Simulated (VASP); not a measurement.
Here is a VASP 6.6.1 calculation.

The input INCAR:

```
SYSTEM = Si8O
  PREC = Accurate
  ENCUT = 520
  EDIFF = 1E-7
  ISMEAR = 0
  SIGMA = 0.05
  LREAL = .FALSE.
  LASPH = .TRUE.
  NELM = 150
  ALGO = Normal
  ISIF = 2
  LWAVE = .FALSE.
  LCHARG = .FALSE.
  ISPIN = 2
  MAGMOM = 0 0 0 0 0 0 0 0 2
  LORBIT = 11
  LDIPOL = .TRUE.
  IDIPOL = 3
  DIPOL = 0.5 0.5 0.321
  GGA = PE
  NBANDS = 33
```

Contents of KPOINTS:

```
Automatic mesh
0
G
  7 4 1
  0 0 0
```

The input POSCAR:

```
Si8O
1.0
    3.8510821816      0.0000000000      0.0000000000
    0.0000000000      6.3646812169      0.0000000000
    0.0000000000      0.0000000000     19.7525434844
Si O
8 1
Direct
    0.0000000000      0.9370679252      0.2025055661
    0.0000000000      0.5629320748      0.2025055661
    0.5000000000      0.4370679252      0.2587875162
    0.5000000000      0.0629320748      0.2587875162
    0.5000000000      0.9333044677      0.3720589469
    0.5000000000      0.5666955323      0.3720589469
    0.0000000000      0.4259907537      0.4177964975
    0.0000000000      0.0740092463      0.4177964975
    0.5000000000      1.2593240871      0.3855736077
```

Potentials or basis: VASP PAW PBE potentials, release 64 (Si, O).

Command:

```sh
$ cat potpaw_PBE.64/Si/POTCAR potpaw_PBE.64/O/POTCAR > POTCAR
$ mpirun -np 1 vasp_std > vasp.out
```

(1) What does it give for the band gap on the k mesh?

(2) What does it give for the largest force?

(3) What does it give for the net moment?

Answers

(1) zero (filled and empty bands overlap).

(2) 1.084 eV/Å.

(3) 0.00 μB per cell.
